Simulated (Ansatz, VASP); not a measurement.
**Two plane-wave programs on Ru**

Contents of INCAR:

```
SYSTEM = Ru
PREC = Accurate
ENCUT = 520
EDIFF = 1E-8
ISMEAR = -1
SIGMA = 0.03
LREAL = .False.
LASPH = .True.
NELM = 60
ALGO = Normal
ISIF = 2
LWAVE = .False.
LCHARG = .False.
GGA = PS
LEFG = .True.
NBANDS = 21
```

Contents of KPOINTS:

```
Automatic mesh
0
Gamma
  14 14 8
  0 0 0
```

File POSCAR:

```
Ru
1.0
    2.7057993342      0.0000000000      0.0000000000
   -1.3528996671      2.3432909610      0.0000000000
    0.0000000000      0.0000000000      4.3247190000
Ru
2
Direct
    0.3333333333      0.6666666667      0.2500000000
    0.6666666667      0.3333333333      0.7500000000
```

Input for Ansatz:

```yaml
crystal:
  lattice:
    - [2.7057993342, 0.0, 0.0]
    - [-1.3528996671, 2.343290961, 0.0]
    - [0.0, 0.0, 4.324719]
  atoms:
    - { symbol: Ru, position: [0.3333333333, 0.6666666667, 0.25] }
    - { symbol: Ru, position: [0.6666666667, 0.3333333333, 0.75] }
kpoints:
  mp_grid: { grid: [14, 14, 8] }
scf:
  occupations: { method: fermi_dirac, width: 0.03 }
hamiltonian:
  xc: pbesol
  pseudopotentials: { kind: paw }
output:
  forces: true
  stress: true
  eigenvalues: true
  efg: { contact_densities: true }
  write_density: true
  write_potential: true
  elf: true
  volumetric_format: npy
```

Change from the starting cell: zz strain of +1 %, PAW files.

Alike in both runs: task electric field gradients; functional PBEsol; k mesh 14 × 14 × 8; occupations fermi-dirac, width 0.03 eV; no spin polarisation.

|  | VASP | Ansatz |
| --- | --- | --- |
| version | VASP 6.6.1 | Ansatz 0.2.0 |
| potentials or method | VASP PAW PBE potentials, release 64 (Ru_pv) | PAW with Ansatz's default frozen-core files, scalar-relativistic |
| plane-wave cutoff (eV) | 520 | 420 |
| valence electrons in the cell | 28 | 32 |

VASP gave:

| Quantity | Value |
| --- | --- |
| pressure (GPa) | -9.5 |
| traceless stress, the component that is largest in VASP (GPa) | -4.46 |
| size of Vzz on the site where it differs most (V/Å²) | 9.0 |

Q: Estimate Ansatz's values.

A: Pressure (GPa): -9.4; traceless stress, the component that is largest in VASP (GPa): -4.47; size of Vzz on the site where it differs most (V/Å²): 5.8.

VASP's potentials were made for PBE, not for PBEsol. VASP's potentials hold 28 valence electrons a cell and Ansatz's 32, so a difference there can come from the potentials and not from the codes.
